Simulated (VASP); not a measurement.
A run of VASP 6.6.1 is set up as follows.

Contents of INCAR:

```
SYSTEM = O
PREC     = Accurate       ! precision mode
ENCUT    = 600            ! plane-wave cutoff, eV
EDIFF    = 1E-6           ! SCF threshold, eV
ISMEAR   = -1             ! smearing method
SIGMA    = 0.1            ! smearing width, eV
LREAL    = .False.        ! projectors in reciprocal space
LASPH    = .True.         ! aspherical terms in the spheres
NELM     = 120            ! most SCF steps
ALGO     = Normal         ! electronic algorithm
ISIF     = 2              ! what is computed and relaxed
LWAVE    = .False.        ! write WAVECAR
LCHARG   = .False.        ! write CHGCAR
GGA      = PS             ! functional
IVDW     = 12             ! dispersion correction
NBANDS   = 13             ! bands
GGA_COMPAT= .False.
```

Contents of KPOINTS:

```
regular mesh
0
Gamma
  5 5 5
  0 0 0
```

Contents of POSCAR:

```
O
1.0
    0.0000000000      2.1708560000      2.1708560000
    2.1708560000      0.0000000000      2.1708560000
    2.1708560000      2.1708560000      0.0000000000
O
2
Direct
    0.2500000000      0.2500000000      0.2950000000
    0.0000000000      0.0000000000      0.0000000000
```

Potentials or basis: VASP PAW PBE potentials, release 64 (O).

The run is started by

```bash
$ cat potpaw_PBE.64/O/POTCAR > POTCAR
$ mpirun -np 1 vasp_std > vasp.out
```

Task: Estimate the pressure.

Result: -3.7 GPa.

Task: What does it give for the largest force?

Result: 3.237 eV/Å.

Task: What does it give for the band gap on the k mesh?

Result: Zero (bands 6 and 7 overlap by 0.99 eV).

Task: Estimate the dispersion energy per atom.

Result: -0.053 eV.

Stress tensor (GPa, compression positive):
```
-3.20 -4.09 16.11
-4.09 -3.20 16.11
16.11 16.11 -4.77
```

Caveat: the k points lie up to 0.50 Å⁻¹ apart, too coarse for converged energies and pressures of a metal; the PAW data sets were made with another functional, which shifts forces and pressure a little.
